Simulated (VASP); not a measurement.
Sc, 2 atoms in the cell. It takes space group P6_3/mmc (No. 194, hexagonal). Conventional cell: a = 3.259 Å, b = 3.259 Å, c = 5.189 Å, α = 90.00°, β = 90.00°, γ = 120.00°. Sc (site symmetry -6m2) has 12 Sc at 3.21 to 3.26 Å within 4.2 Å.  This cell differs from its parent crystal: strain -0.015 along x and y, -0.015 along z.

- Program: VASP 6.6.1
- Task: single point
- Functional: PBE
- Potentials or basis: VASP PAW PBE potentials, release 64 (Sc_sv)
- Cutoff: 520 eV
- k mesh: 18 × 18 × 10
- Occupations: gaussian, width 0.15 eV
- Spin: no spin polarisation
- Dipole correction: no
- Further INCAR settings: ALGO = Fast; EDIFF = 1e-06; NBANDS = 18

Potentials or basis: VASP PAW PBE potentials, release 64 (Sc_sv).

The run is started by

```console
$ cat potpaw_PBE.64/Sc_sv/POTCAR > POTCAR
$ mpirun -np 1 vasp_std > vasp.out
```

Hardware: 1 thread of AMD EPYC 7R13, with other jobs on the host.

Q: Estimate the wall time of this run.

A: It took 4.1 min on 1 thread of AMD EPYC 7R13 (shared host), peak memory 0.25 GiB. Counts: scf iterations 16, k points 222.
